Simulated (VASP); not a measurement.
# SnSe (P1) in VASP: single point with r2SCAN

Aim: the single point of SnSe with r2SCAN.

Program: VASP 6.6.1. These are calculated values, not measurements. Logs are shortened: lines on timing, memory, paths and dates and some standing lists are left out, and cuts for length are marked.

### 1 The cell of the first run

The typed cell holds 16 atoms: a = 8.491 Å, b = 8.491 Å, c = 8.491 Å, α = 60.00°, β = 60.00°, γ = 60.00°.

### 2 Single point, r2SCAN

POSCAR

```
SnSe
1.0
    0.0000000000      6.0042263075      6.0042263075
    6.0042263075      0.0000000000      6.0042263075
    6.0042263075      6.0042263075      0.0000000000
Sn Se
8 8
Direct
   -0.0109196417     -0.0090191471      0.0053980310
   -0.0007163288     -0.0001813722      0.4953136087
    0.0059398994      0.4956253058      0.0050102209
   -0.0092990332      0.5106528873      0.4997768815
    0.5038057936     -0.0022575765      0.0025143956
    0.4981835039     -0.0069829980      0.5185411643
    0.4961965701      0.5124997531     -0.0024277066
    0.4957558805      0.5063089471      0.4960068704
    0.2452842256      0.2618612157      0.2451263368
    0.2530075354      0.2664577280      0.7377862314
    0.2576389398      0.7435623295      0.2512504397
    0.2459539205      0.7495845042      0.7519002064
    0.7662765799      0.2432568203      0.2481721913
    0.7677467943      0.2269891956      0.7489961686
    0.7657120609      0.7392831770      0.2434479357
    0.7300274466      0.7590150282      0.7430556031
```

INCAR.step1

```
PREC = Accurate ; ENCUT = 520
ISMEAR = -1 ; SIGMA = 0.02
LREAL = Auto ; LASPH = True
NELM = 80 ; NBANDS = 94
GGA = PE ; ALGO = Normal
EDIFF = 1E-4 ; LWAVE = True
LCHARG = False
```

INCAR.step2

```
PREC = Accurate ; ENCUT = 520
EDIFF = 1E-6 ; ISMEAR = -1
SIGMA = 0.02 ; LREAL = Auto
LASPH = True ; NELM = 80
ALGO = Normal ; ISIF = 2
LWAVE = False ; LCHARG = False
METAGGA = R2SCAN ; LMIXTAU = True
NBANDS = 94 ; ISTART = 1
```

KPOINTS

```
Automatic mesh
0
Gamma
  2 2 2
```

Potentials or basis: VASP PAW PBE potentials, release 64 (Sn_d, Se).

Command:

```sh
$ cat potpaw_PBE.64/Sn_d/POTCAR potpaw_PBE.64/Se/POTCAR > POTCAR
$ cp INCAR.step1 INCAR
$ mpirun -np 1 vasp_std > vasp.out
$ cp INCAR.step2 INCAR
$ mpirun -np 1 vasp_std > vasp.out
```

OUTCAR:

```text
PREC = Accurate
   ENCUT = 520
   EDIFF = 1E-6
   ISMEAR = -1
   LREAL = Auto
   LASPH = True
   NELM = 80
   ISIF = 2
   METAGGA = R2SCAN
   ISTART = 1

 ion  position               nearest neighbor table
   1  0.989  0.991  0.005-  15 2.85  14 2.87  12 2.97  13 2.98  11 3.09  10 3.24
   2  0.999  1.000  0.495-  13 2.88  14 2.89  11 3.01  12 3.02   9 3.05  16 3.07
   3  0.006  0.496  0.005-   9 2.88  15 2.89  13 2.95  12 2.97  10 2.98  16 3.23
   4  0.991  0.511  0.500-  15 2.89  16 2.95  11 3.00  10 3.01   9 3.02  14 3.05
   5  0.504  0.998  0.003-  14 2.97  16 3.00  11 3.00  15 3.02   9 3.04  10 3.10
   6  0.498  0.993  0.519-  16 2.74  10 2.97  12 2.98  13 3.11   9 3.16  15 3.18
[... 8 lines left out ...]
  15  0.766  0.739  0.243-   1 2.85   3 2.89   4 2.89   5 3.02   8 3.02   6 3.18
  16  0.730  0.759  0.743-   6 2.74   7 2.89   4 2.95   5 3.00   2 3.07   3 3.23

  LATTYP: Found a face centered cubic cell.
 ALAT       =    12.0084526150

  Lattice vectors:

 A1 = (   0.0000000000,   6.0042263075,   6.0042263075)
 A2 = (   6.0042263075,   0.0000000000,   6.0042263075)
 A3 = (   6.0042263075,   6.0042263075,   0.0000000000)

Analysis of symmetry for initial positions (statically):
=====================================================================
 Subroutine PRICEL returns:
 Original cell was already a primitive cell.

 Routine SETGRP: Setting up the symmetry group for a
 face centered cubic supercell.

 Subroutine GETGRP returns: Found  1 space group operations
 (whereof  1 operations were pure point group operations)
 out of a pool of 48 trial point group operations.

The static configuration has the point symmetry C_1 .

Analysis of symmetry for dynamics (positions and initial velocities):
=====================================================================
 Subroutine PRICEL returns:
 Original cell was already a primitive cell.

 Routine SETGRP: Setting up the symmetry group for a
 face centered cubic supercell.

 Subroutine GETGRP returns: Found  1 space group operations
 (whereof  1 operations were pure point group operations)
 out of a pool of 48 trial point group operations.

The dynamic configuration has the point symmetry C_1 .

 Subroutine INISYM returns: Found  1 space group operations
 (whereof  1 operations are pure point group operations),
 and found     1 'primitive' translations

----------------------------------------------------------------------------------------

                                     Primitive cell

  volume of cell :     432.9135

  direct lattice vectors                    reciprocal lattice vectors
     0.000000000  6.004226307  6.004226307    -0.083274676  0.083274676  0.083274676
     6.004226307  0.000000000  6.004226307     0.083274676 -0.083274676  0.083274676
     6.004226307  6.004226307  0.000000000     0.083274676  0.083274676 -0.083274676

  length of vectors
     8.491258276  8.491258276  8.491258276     0.144235970  0.144235970  0.144235970

  position of ions in fractional coordinates (direct lattice)
     0.989080358  0.990980853  0.005398031
     0.999283671  0.999818628  0.495313609
     0.005939899  0.495625306  0.005010221
     0.990700967  0.510652887  0.499776881
     0.503805794  0.997742424  0.002514396
     0.498183504  0.993017002  0.518541164
[... 8 lines left out ...]
     0.765712061  0.739283177  0.243447936
     0.730027447  0.759015028  0.743055603

  ion indices of the primitive-cell ions
   primitive index   ion index
                 1           1
                 2           2
                 3           3
                 4           4
                 5           5
                 6           6
[... 8 lines left out ...]
                15          15
                16          16

----------------------------------------------------------------------------------------

 KPOINTS: Automatic mesh

Automatic generation of k-mesh.
 Grid dimensions read from file:
 generate k-points for:    2    2    2

 Generating k-lattice:

  Cartesian coordinates                     Fractional coordinates (reciprocal lattice)
    -0.041637338  0.041637338  0.041637338     0.500000000  0.000000000  0.000000000
     0.041637338 -0.041637338  0.041637338     0.000000000  0.500000000  0.000000000
     0.041637338  0.041637338 -0.041637338     0.000000000  0.000000000  0.500000000

  Length of vectors
     0.072117985  0.072117985  0.072117985

  Shift w.r.t. Gamma in fractional coordinates (k-lattice)
     0.000000000  0.000000000  0.000000000

 Subroutine IBZKPT returns following result:
 ===========================================

 Found      8 irreducible k-points:

 Following reciprocal coordinates:
            Coordinates               Weight
  0.000000  0.000000  0.000000      1.000000
  0.500000  0.000000  0.000000      1.000000
  0.000000  0.500000  0.000000      1.000000
  0.000000  0.000000  0.500000      1.000000
  0.500000  0.500000  0.500000      1.000000
  0.500000  0.500000  0.000000      1.000000
  0.000000  0.500000  0.500000      1.000000
  0.500000  0.000000  0.500000      1.000000
   k-points           NKPTS =      8   k-points in BZ     NKDIM =      8   number of bands    NBANDS=     94
   number of dos      NEDOS =    301   number of ions     NIONS =     16
   total plane-waves  NPLWV = 262144
   dimension x,y,z NGX =    64 NGY =   64 NGZ =   64
   dimension x,y,z NGXF=   128 NGYF=  128 NGZF=  128
   ions per type =               8   8
   NGX,Y,Z   is equivalent  to a cutoff of  12.53, 12.53, 12.53 a.u.
   NGXF,Y,Z  is equivalent  to a cutoff of  25.06, 25.06, 25.06 a.u.
 SYSTEM =  unknown system
   PREC   = accura    normal or accurate (medium, high low for compatibility)
   ISTART =      1    job   : 0-new  1-cont  2-samecut
   ICHARG =      0    charge: 1-file 2-atom 10-const
   ISPIN  =      1    spin polarized calculation?
   LNONCOLLINEAR =      F non collinear calculations
   LSORBIT =      F    spin-orbit coupling
   LASPH  =      T    aspherical Exc in radial PAW
   ENCUT  =  520.0 eV  38.22 Ry    6.18 a.u.  15.79 15.79 15.79*2*pi/ulx,y,z
   NELM   =     80;   NELMIN=  2; NELMDL=  0     # of ELM steps
   EDIFF  = 0.1E-05   stopping-criterion for ELM
   LREAL  =      T    real-space projection
   EDIFFG = 0.1E-04   stopping-criterion for IOM
   NSW    =      0    number of steps for IOM
   IBRION =     -1    ionic relax: 0-MD 1-quasi-New 2-CG
   NFREE  =      0    steps in history (QN), initial steepest desc. (CG)
   ISIF   =      2    stress and relaxation
   ISYM   =      2    0-nonsym 1-usesym 2-fastsym
   POTIM  = 0.5000    time-step for ionic-motion
   TEBEG  =    0.0;   TEEND  =   0.0 temperature during run
   PSTRESS=    0.0 pullay stress
   NELECT =     160.0000    total number of electrons
   NUPDOWN=      -1.0000    fix difference up-down
   EMIN   =  10.00;   EMAX   =-10.00  energy-range for DOS
   EFERMI =   0.00;   METHOD = LEGACY
   ISMEAR =    -1;   SIGMA  =   0.02  broadening in eV -4-tet -1-fermi 0-gaus
   EFERMI_NEDOS =   21; number of points for ismear=-14 and -15
   IALGO  =     38    algorithm
   IMIX   =      4    mixing-type and parameters
     AMIX     =   0.40;   BMIX     =  1.00
     AMIX_MAG =   1.60;   BMIX_MAG =  1.00
  volume/ion in A,a.u.               =      27.06       182.59
  Fermi-wavevector in a.u.,A,eV,Ry     =   1.174846  2.220138 18.779634  1.380264
  Thomas-Fermi vector in A             =   2.311237
   LORBIT       =      0    0 simple, 1 ext, 2 COOP (PROOUT), +10 PAW based schemes
   METAGGA = R2SCAN    functional components
   LHFCALC =     F    Hartree Fock is set to
   AEXX    =    0.0000 exact exchange contribution
   IVDW    =     0    specifies the selected vdW correction
   LEPSILON=     F    determine dielectric tensor
   LRPA    =     F    only Hartree local field effects (RPA)
 non-spin polarized calculation
  energy-cutoff  :      520.00
  volume of cell :      432.91
 maximum number of plane-waves:     11702
 NGX is ok and might be reduce to    64
   NGX = 31   NGY = 31   NGZ = 31

 number of electron     159.9999999 magnetization

 Free energy of the ion-electron system (eV)
  ---------------------------------------------------
  ext. energy  EPLUGINS =         0.00000000
  ---------------------------------------------------
  free energy    TOTEN  =      -319.08479200 eV

  energy without entropy =     -319.08474540  energy(sigma->0) =     -319.08476870

 E-fermi :   5.9770     XC(G=0): -10.2438

 val. band max:        5.8249179810   @ k =   0.0000   0.0000   0.0000
 cond. band min:       6.1302797149   @ k =   0.0000   0.0000   0.0000
 fundamental gap:      0.3053617340
 Fermi energy:         5.9769609286

 k-point     1 :       0.0000    0.0000    0.0000
  band No.  band energies     occupation
      1     -16.8425      2.00000
      2     -16.8349      2.00000
      3     -16.8269      2.00000
      4     -16.8210      2.00000
      5     -16.8141      2.00000
      6     -16.8131      2.00000
[... 84 lines left out ...]
     91       7.1109      0.00000
     92       7.1206      0.00000

 k-point     2 :       0.5000    0.0000    0.0000
  band No.  band energies     occupation
      1     -16.8386      2.00000
      2     -16.8315      2.00000
      3     -16.8246      2.00000
      4     -16.8198      2.00000
      5     -16.8132      2.00000
      6     -16.8114      2.00000
[... 559 lines left out ...]
     91       7.7146      0.00000
     92       8.0784      0.00000

 k-point     8 :       0.5000    0.0000    0.5000
  band No.  band energies     occupation
      1     -16.8388      2.00000
      2     -16.8306      2.00000
      3     -16.8239      2.00000
      4     -16.8200      2.00000
      5     -16.8130      2.00000
      6     -16.8118      2.00000
[... 84 lines left out ...]
     91       7.8626      0.00000
     92       8.1507      0.00000
 [bands above 92 left out]

------------------------ aborting loop because EDIFF is reached ----------------------------------------

  FORCE on cell =-STRESS in cart. coord.  units (eV):
  Direction    XX          YY          ZZ          XY          YZ          ZX
  --------------------------------------------------------------------------------------
  -------------------------------------------------------------------------------------
  Total       -1.1980959     -0.2687624     -1.2251779     -0.2098847     -0.0641039     -0.1514698
  in kB       -4.4340543     -0.9946675     -4.5342825     -0.7767659     -0.2372434     -0.5605774
  external PRESSURE =      -3.3210014 kB  Pullay stress =       0.0000000 kB

 VOLUME and BASIS-vectors are now :
 -----------------------------------------------------------------------------
  energy-cutoff  :      520.00
  volume of cell :      432.91
      direct lattice vectors                 reciprocal lattice vectors
     0.000000000  6.004226307  6.004226307    -0.083274676  0.083274676  0.083274676
     6.004226307  0.000000000  6.004226307     0.083274676 -0.083274676  0.083274676
     6.004226307  6.004226307  0.000000000     0.083274676  0.083274676 -0.083274676

 POSITION                                       TOTAL-FORCE (eV/Angst)
 -----------------------------------------------------------------------------------
      5.98248      5.97107     11.88874         0.112569      0.002743      0.261590
      8.97711      8.97390     12.00306         0.229000     -0.048630      0.155650
      3.00593      0.06575      3.01151        -0.057363      0.152079     -0.118474
      6.06685      8.94917      9.01447        -0.242299      0.286907     -0.106897
      6.00577      3.04006      9.01564         0.209688     -0.215525      0.080714
      9.07574      6.10465      8.95351         0.170464     -0.492751      0.125696
[... 8 lines left out ...]
      5.90054      6.05923      9.03633         0.211641     -0.259046      0.080419
      9.01877      8.84472      8.94055         0.045362      0.525676      0.332885
 -----------------------------------------------------------------------------------
    total drift:                               -0.028921     -0.007896     -0.002850

  FREE ENERGIE OF THE ION-ELECTRON SYSTEM (eV)
  ---------------------------------------------------
  free  energy   TOTEN  =      -319.0847920001 eV

  energy  without entropy=     -319.0847453990  energy(sigma->0) =     -319.08476870
```

Run time: 25 min. Hardware: 1 thread of Intel Xeon Platinum 8259CL at 2.50GHz (Skylake/Cascade Lake), shared host; peak memory 0.73 GiB.

Results:

* Free energy: -319.0848 eV
* Pressure: -0.3 GPa
* Largest force: 0.624 eV/Å
* Band gap on the k mesh: 0.31 eV

Forces in eV/Å, atoms in the order of the input:
```
Sn   0.113  0.003  0.262
Sn   0.229 -0.049  0.156
Sn  -0.057  0.152 -0.118
Sn  -0.242  0.287 -0.107
Sn   0.210 -0.216  0.081
Sn   0.170 -0.493  0.126
Sn  -0.045  0.063 -0.351
Sn  -0.076  0.152 -0.254
Se  -0.156 -0.081 -0.122
Se  -0.354  0.294 -0.157
Se  -0.267 -0.093 -0.008
Se  -0.120  0.245  0.205
Se   0.132 -0.247 -0.196
Se   0.207 -0.284  0.073
Se   0.212 -0.259  0.080
Se   0.045  0.526  0.333
```

Levels at points of the mesh, in eV from the valence-band top:
```csv
k point,band 78,band 79,band 80,band 81,band 82,band 83
"(0.00, 0.00, 0.00)",-0.10,-0.06,0.00,0.31,0.35,0.40
"(0.50, 0.00, 0.00)",-2.20,-1.28,-1.18,1.98,2.08,2.21
"(0.00, 0.50, 0.00)",-2.25,-1.30,-1.18,1.99,2.09,2.19
"(0.00, 0.00, 0.50)",-2.14,-1.27,-1.23,2.01,2.10,2.18
"(0.50, 0.50, 0.50)",-2.24,-1.25,-1.23,2.04,2.08,2.21
"(0.50, 0.50, 0.00)",-0.86,-0.79,-0.68,0.87,1.02,1.12
"(0.00, 0.50, 0.50)",-0.91,-0.84,-0.70,0.97,1.07,1.15
"(0.50, 0.00, 0.50)",-0.92,-0.78,-0.68,0.94,1.03,1.13
```

Caveat: the k points lie up to 0.45 Å⁻¹ apart; the structure was generated, so it needn't be the stable form of SnSe; semilocal functionals underestimate gaps, and a narrow one can read as zero; the PAW data sets were made with another functional, which shifts forces and pressure a little; spin-orbit coupling is left out, which moves the levels of the heavy elements.
